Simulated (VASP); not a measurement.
# Bi2Te3 in VASP: notebook

The runs below take Bi2Te3 through single point, with PBE.

All numbers are computed with VASP 6.6.1; they aren't measurements. Logs are shortened: lines on timing, memory, paths and dates and some standing lists are left out, and cuts for length are marked.

## (1) The cell of the first run

The cell holds a slab with vacuum, 10 atoms: a = 4.469 Å, b = 4.469 Å, c = 32.466 Å, α = 90.00°, β = 90.00°, γ = 120.00°.

## (2) Single point, PBE

INCAR reads:

```
  ALGO = Normal
  DIPOL = 0.5 0.5 0.500
  EDIFF = 1E-6
  ENCUT = 520
  GGA = PE
  IDIPOL = 3
  ISIF = 2
  ISMEAR = 0
  LASPH = True
  LCHARG = True
  LDIPOL = True
  LELF = True
  LREAL = False
  LVACPOTAV = True
  LVHAR = True
  LWAVE = False
  NBANDS = 59
  NELM = 100
  PREC = Accurate
  SIGMA = 0.1
```

KPOINTS reads:

```
k-points
0
Gamma
  9 9 1
```

POSCAR reads:

```
Bi2Te3
1.0
    4.4688133036      0.0000000000      0.0000000000
   -2.2344066518      3.8701058457      0.0000000000
    0.0000000000      0.0000000000     32.4659164882
Bi Te
4 6
Direct
    0.6666666667      0.3333333333      0.2310114979
    0.0000000000      0.0000000000      0.4653881506
    0.3333333333      0.6666666667      0.5346118494
    0.6666666667      0.3333333333      0.7689885021
    0.0000000000      0.0000000000      0.2861947607
    0.3333333333      0.6666666667      0.3482002818
    0.6666666667      0.3333333333      0.4102045633
    0.6666666667      0.3333333333      0.5897951122
    0.0000000000      0.0000000000      0.6518006333
    0.3333333333      0.6666666667      0.7138049148
```

Potentials or basis: VASP PAW PBE potentials, release 64 (Bi_d, Te).

Run with:

```bash
$ cat potpaw_PBE.64/Bi_d/POTCAR potpaw_PBE.64/Te/POTCAR > POTCAR
$ mpirun -np 1 vasp_std > vasp.out
```

OUTCAR:

```text
EDIFF = 1E-6
   ENCUT = 520
   GGA = PE
   ISIF = 2
   ISMEAR = 0
   LASPH = True
   LREAL = False
   NELM = 100
   PREC = Accurate

 ion  position               nearest neighbor table
   1  0.667  0.333  0.231-   5 3.14   5 3.14   5 3.14
   2  0.000  0.000  0.465-   7 3.14   7 3.14   7 3.14   3 3.42   3 3.42   3 3.42
   3  0.333  0.667  0.535-   8 3.14   8 3.14   8 3.14   2 3.42   2 3.42   2 3.42
   4  0.667  0.333  0.769-  10 3.14  10 3.14  10 3.14
   5  0.000  0.000  0.286-   1 3.14   1 3.14   1 3.14   6 3.27   6 3.27   6 3.27
   6  0.333  0.667  0.348-   7 3.27   7 3.27   7 3.27   5 3.27   5 3.27   5 3.27
   7  0.667  0.333  0.410-   2 3.14   2 3.14   2 3.14   6 3.27   6 3.27   6 3.27
   8  0.667  0.333  0.590-   3 3.14   3 3.14   3 3.14   9 3.27   9 3.27   9 3.27
   9  0.000  0.000  0.652-  10 3.27  10 3.27  10 3.27   8 3.27   8 3.27   8 3.27
  10  0.333  0.667  0.714-   4 3.14   4 3.14   4 3.14   9 3.27   9 3.27   9 3.27

  LATTYP: Found a hexagonal cell.
 ALAT       =     4.4688133036
 C/A-ratio  =     7.2649972784

  Lattice vectors:

 A1 = (   4.4688133036,   0.0000000000,   0.0000000000)
 A2 = (  -2.2344066518,   3.8701058457,   0.0000000000)
 A3 = (   0.0000000000,   0.0000000000,  32.4659164882)

Analysis of symmetry for initial positions (statically):
=====================================================================
 Subroutine PRICEL returns:
 Original cell was already a primitive cell.

 Routine SETGRP: Setting up the symmetry group for a
 hexagonal supercell.

 Subroutine GETGRP returns: Found 12 space group operations
 (whereof  6 operations were pure point group operations)
 out of a pool of 24 trial point group operations.

The static configuration has the point symmetry C_3v.
 The point group associated with its full space group is D_3d.

Analysis of symmetry for dynamics (positions and initial velocities):
=====================================================================
 Subroutine PRICEL returns:
 Original cell was already a primitive cell.

 Routine SETGRP: Setting up the symmetry group for a
 hexagonal supercell.

 Subroutine GETGRP returns: Found 12 space group operations
 (whereof  6 operations were pure point group operations)
 out of a pool of 24 trial point group operations.

The dynamic configuration has the point symmetry C_3v.
 The point group associated with its full space group is D_3d.

 Subroutine INISYM returns: Found 12 space group operations
 (whereof  6 operations are pure point group operations),
 and found     1 'primitive' translations

----------------------------------------------------------------------------------------

                                     Primitive cell

  volume of cell :     561.4909

  direct lattice vectors                    reciprocal lattice vectors
     4.468813304  0.000000000  0.000000000     0.223773054  0.129195433  0.000000000
    -2.234406652  3.870105846  0.000000000     0.000000000  0.258390866  0.000000000
     0.000000000  0.000000000 32.465916488     0.000000000  0.000000000  0.030801533

  length of vectors
     4.468813304  4.468813304 32.465916488     0.258390866  0.258390866  0.030801533

  position of ions in fractional coordinates (direct lattice)
     0.666666667  0.333333333  0.231011498
     0.000000000  0.000000000  0.465388151
     0.333333333  0.666666667  0.534611849
     0.666666667  0.333333333  0.768988502
     0.000000000  0.000000000  0.286194761
     0.333333333  0.666666667  0.348200282
     0.666666667  0.333333333  0.410204563
     0.666666667  0.333333333  0.589795112
     0.000000000  0.000000000  0.651800633
     0.333333333  0.666666667  0.713804915

  ion indices of the primitive-cell ions
   primitive index   ion index
                 1           1
                 2           2
                 3           3
                 4           4
                 5           5
                 6           6
                 7           7
                 8           8
                 9           9
                10          10

----------------------------------------------------------------------------------------

 KPOINTS: k-points

Automatic generation of k-mesh.
 Grid dimensions read from file:
 generate k-points for:    9    9    1

 Generating k-lattice:

  Cartesian coordinates                     Fractional coordinates (reciprocal lattice)
     0.024863673  0.014355048  0.000000000     0.111111111 -0.000000000  0.000000000
     0.000000000  0.028710096  0.000000000     0.000000000  0.111111111  0.000000000
     0.000000000  0.000000000  0.030801533     0.000000000  0.000000000  1.000000000

  Length of vectors
     0.028710096  0.028710096  0.030801533

  Shift w.r.t. Gamma in fractional coordinates (k-lattice)
     0.000000000  0.000000000  0.000000000

 Subroutine IBZKPT returns following result:
 ===========================================

 Found     12 irreducible k-points:

 Following reciprocal coordinates:
            Coordinates               Weight
  0.000000  0.000000  0.000000      1.000000
  0.111111  0.000000  0.000000      6.000000
  0.222222  0.000000  0.000000      6.000000
  0.333333  0.000000  0.000000      6.000000
  0.444444  0.000000  0.000000      6.000000
  0.111111  0.111111  0.000000      6.000000
  0.222222  0.111111  0.000000     12.000000
  0.333333  0.111111  0.000000     12.000000
  0.444444  0.111111  0.000000      6.000000
  0.222222  0.222222  0.000000      6.000000
  0.333333  0.222222  0.000000     12.000000
  0.333333  0.333333  0.000000      2.000000
   k-points           NKPTS =     12   k-points in BZ     NKDIM =     12   number of bands    NBANDS=     59
   number of dos      NEDOS =    301   number of ions     NIONS =     10
   total plane-waves  NPLWV = 324000
   dimension x,y,z NGX =    36 NGY =   36 NGZ =  250
   dimension x,y,z NGXF=    72 NGYF=   72 NGZF=  500
   ions per type =               4   6
   NGX,Y,Z   is equivalent  to a cutoff of  13.39, 13.39, 12.80 a.u.
   NGXF,Y,Z  is equivalent  to a cutoff of  26.78, 26.78, 25.60 a.u.
 SYSTEM =  unknown system
   PREC   = accura    normal or accurate (medium, high low for compatibility)
   ISTART =      0    job   : 0-new  1-cont  2-samecut
   ICHARG =      2    charge: 1-file 2-atom 10-const
   ISPIN  =      1    spin polarized calculation?
   LNONCOLLINEAR =      F non collinear calculations
   LSORBIT =      F    spin-orbit coupling
   LASPH  =      T    aspherical Exc in radial PAW
   ENCUT  =  520.0 eV  38.22 Ry    6.18 a.u.   8.31  8.31 60.37*2*pi/ulx,y,z
   NELM   =    100;   NELMIN=  2; NELMDL= -5     # of ELM steps
   EDIFF  = 0.1E-05   stopping-criterion for ELM
   LREAL  =      F    real-space projection
   EDIFFG = 0.1E-04   stopping-criterion for IOM
   NSW    =      0    number of steps for IOM
   IBRION =     -1    ionic relax: 0-MD 1-quasi-New 2-CG
   NFREE  =      0    steps in history (QN), initial steepest desc. (CG)
   ISIF   =      2    stress and relaxation
   ISYM   =      2    0-nonsym 1-usesym 2-fastsym
   POTIM  = 0.5000    time-step for ionic-motion
   TEBEG  =    0.0;   TEEND  =   0.0 temperature during run
   PSTRESS=    0.0 pullay stress
   NELECT =      96.0000    total number of electrons
   NUPDOWN=      -1.0000    fix difference up-down
   EMIN   =  10.00;   EMAX   =-10.00  energy-range for DOS
   EFERMI =   0.00;   METHOD = LEGACY
   ISMEAR =     0;   SIGMA  =   0.10  broadening in eV -4-tet -1-fermi 0-gaus
   EFERMI_NEDOS =   21; number of points for ismear=-14 and -15
   IALGO  =     38    algorithm
   IMIX   =      4    mixing-type and parameters
     AMIX     =   0.40;   BMIX     =  1.00
     AMIX_MAG =   1.60;   BMIX_MAG =  1.00
  volume/ion in A,a.u.               =      56.15       378.91
  Fermi-wavevector in a.u.,A,eV,Ry     =   0.908624  1.717051 11.232944  0.825598
  Thomas-Fermi vector in A             =   2.032573
   LORBIT       =      0    0 simple, 1 ext, 2 COOP (PROOUT), +10 PAW based schemes
   GGA     = PE    functional components
   LHFCALC =     F    Hartree Fock is set to
   AEXX    =    0.0000 exact exchange contribution
   IVDW    =     0    specifies the selected vdW correction
   LEPSILON=     F    determine dielectric tensor
   LRPA    =     F    only Hartree local field effects (RPA)
 non-spin polarized calculation
 Gauss-broadening in eV      SIGMA  =   0.10
  energy-cutoff  :      520.00
  volume of cell :      561.49
 maximum number of plane-waves:     15169
 NGX is ok and might be reduce to    36
   NGX = 17   NGY = 17   NGZ =121

 number of electron      96.0000019 magnetization

 dipolmoment           0.000000      0.000000     -0.000064 electrons x Angstroem

 Free energy of the ion-electron system (eV)
  ---------------------------------------------------
  ext. energy  EPLUGINS =         0.00000000
  ---------------------------------------------------
  free energy    TOTEN  =       -33.62832116 eV

  energy without entropy =      -33.61176955  energy(sigma->0) =      -33.62004535

 E-fermi :   2.1218     XC(G=0):  -6.1732

 val. band max:        2.1157803897   @ k =   0.1111   0.0000   0.0000
 cond. band min:       2.3640590748   @ k =   0.1111   0.1111   0.0000
 fundamental gap:      0.2482786851
 Fermi energy:         2.1218322163

 k-point     1 :       0.0000    0.0000    0.0000
  band No.  band energies     occupation
      1     -20.7032      2.00000
      2     -20.7032      2.00000
      3     -20.7025      2.00000
      4     -20.7025      2.00000
      5     -20.6945      2.00000
      6     -20.6945      2.00000
[... 51 lines left out ...]
     58       4.1962      0.00000
     59       4.1962      0.00000

 k-point     2 :       0.1111    0.0000    0.0000
  band No.  band energies     occupation
      1     -20.7035      2.00000
      2     -20.7028      2.00000
      3     -20.7020      2.00000
      4     -20.7013      2.00000
      5     -20.6939      2.00000
      6     -20.6925      2.00000
[... 616 lines left out ...]
      3     -20.6967      2.00000
      4     -20.6964      2.00000
      5     -20.6958      2.00000
      6     -20.6757      2.00000
[... 51 lines left out ...]
     58       5.9616      0.00000
     59       5.9773      0.00000

------------------------ aborting loop because EDIFF is reached ----------------------------------------

  FORCE on cell =-STRESS in cart. coord.  units (eV):
  Direction    XX          YY          ZZ          XY          YZ          ZX
  --------------------------------------------------------------------------------------
  -------------------------------------------------------------------------------------
  Total       -2.8895062     -2.8895062     -1.5255891     -0.0000000      0.0000000      0.0000000
  in kB       -8.2450157     -8.2450157     -4.3531680     -0.0000000      0.0000000      0.0000000
  external PRESSURE =      -6.9477331 kB  Pullay stress =       0.0000000 kB

 VOLUME and BASIS-vectors are now :
 -----------------------------------------------------------------------------
  energy-cutoff  :      520.00
  volume of cell :      561.49
      direct lattice vectors                 reciprocal lattice vectors
     4.468813304  0.000000000  0.000000000     0.223773054  0.129195433  0.000000000
    -2.234406652  3.870105846  0.000000000     0.000000000  0.258390866  0.000000000
     0.000000000  0.000000000 32.465916488     0.000000000  0.000000000  0.030801533

 POSITION                                       TOTAL-FORCE (eV/Angst)
 -----------------------------------------------------------------------------------
      2.23441      1.29004      7.50000         0.000000     -0.000000      0.336471
      0.00000      0.00000     15.10925        -0.000000      0.000000     -0.162546
     -0.00000      2.58007     17.35666        -0.000000     -0.000000      0.162546
      2.23441      1.29004     24.96592        -0.000000      0.000000     -0.336471
      0.00000      0.00000      9.29158        -0.000000     -0.000000     -0.323684
     -0.00000      2.58007     11.30464         0.000000     -0.000000     -0.041112
      2.23441      1.29004     13.31767        -0.000000      0.000000      0.146534
      2.23441      1.29004     19.14824         0.000000     -0.000000     -0.146534
      0.00000      0.00000     21.16130        -0.000000      0.000000      0.041112
     -0.00000      2.58007     23.17433         0.000000     -0.000000      0.323684
 -----------------------------------------------------------------------------------
    total drift:                               -0.000000      0.000000     -0.003351

  FREE ENERGIE OF THE ION-ELECTRON SYSTEM (eV)
  ---------------------------------------------------
  free  energy   TOTEN  =       -33.6283211563 eV

  energy  without entropy=      -33.6117695516  energy(sigma->0) =      -33.62004535

 vacuum level on the upper side and lower side of the slab         6.206         6.206
```

Run time: 21 min. Hardware: 1 thread of Oxide Virtual Turin-like, shared host; peak memory 0.81 GiB.

What came out:

* Free energy: -33.6283 eV
* Largest force: 0.336 eV/Å
* Band gap on the k mesh: zero (band 48 reaches 2.07 eV, above the bottom of band 49 at 1.94 eV)

Forces on the atoms (eV/Å):
```
Bi   0.000  0.000  0.336
Bi   0.000  0.000 -0.163
Bi   0.000  0.000  0.163
Bi   0.000  0.000 -0.336
Te   0.000  0.000 -0.324
Te   0.000  0.000 -0.041
Te   0.000  0.000  0.147
Te   0.000  0.000 -0.147
Te   0.000  0.000  0.041
Te   0.000  0.000  0.324
```

Caveat: spin-orbit coupling is left out, which moves the levels of the heavy elements.

## (3) Single point, PBE

INCAR reads:

```
PREC = Accurate ; ENCUT = 520
EDIFF = 1E-6 ; ISMEAR = 0
SIGMA = 0.01 ; LREAL = False
LASPH = True ; NELM = 60
ALGO = Normal ; ISIF = 2
LWAVE = False ; LCHARG = False
LDIPOL = True ; IDIPOL = 3
DIPOL = 0.5 0.5 0.500 ; GGA = PE
NBANDS = 59
```

KPOINTS reads:

```
regular mesh
0
Gamma
  9 9 1
```

POSCAR is that of step 2.

Potentials or basis: VASP PAW PBE potentials, release 64 (Bi_d, Te).

Run with:

```bash
$ cat potpaw_PBE.64/Bi_d/POTCAR potpaw_PBE.64/Te/POTCAR > POTCAR
$ mpirun -np 1 vasp_std > vasp.out
```

Wall time 21 min (1 thread of Oxide Virtual Turin-like, shared host); peak memory 0.79 GiB.

The run converged. Its results:

```yaml
Free_energy: -33.6187 eV
Largest_force: 0.319 eV/Å
Band_gap_on_the_k_mesh: zero (band 48 reaches 2.08 eV, above the bottom of band 49 at 1.94 eV)
```

Forces on the atoms (eV/Å):
```
Bi   0.000  0.000  0.319
Bi   0.000  0.000 -0.144
Bi   0.000  0.000  0.144
Bi   0.000  0.000 -0.319
Te   0.000  0.000 -0.306
Te   0.000  0.000 -0.043
Te   0.000  0.000  0.134
Te   0.000  0.000 -0.134
Te   0.000  0.000  0.043
Te   0.000  0.000  0.306
```

Levels at points of the mesh, in eV from the Fermi level:
| k point | band 46 | band 47 | band 48 | band 49 | band 50 | band 51 |
| --- | --- | --- | --- | --- | --- | --- |
| (0.00, 0.00, 0.00) | -0.39 | -0.34 | -0.34 | -0.14 | 0.61 | 0.61 |

Caveat: spin-orbit coupling is left out, which moves the levels of the heavy elements.
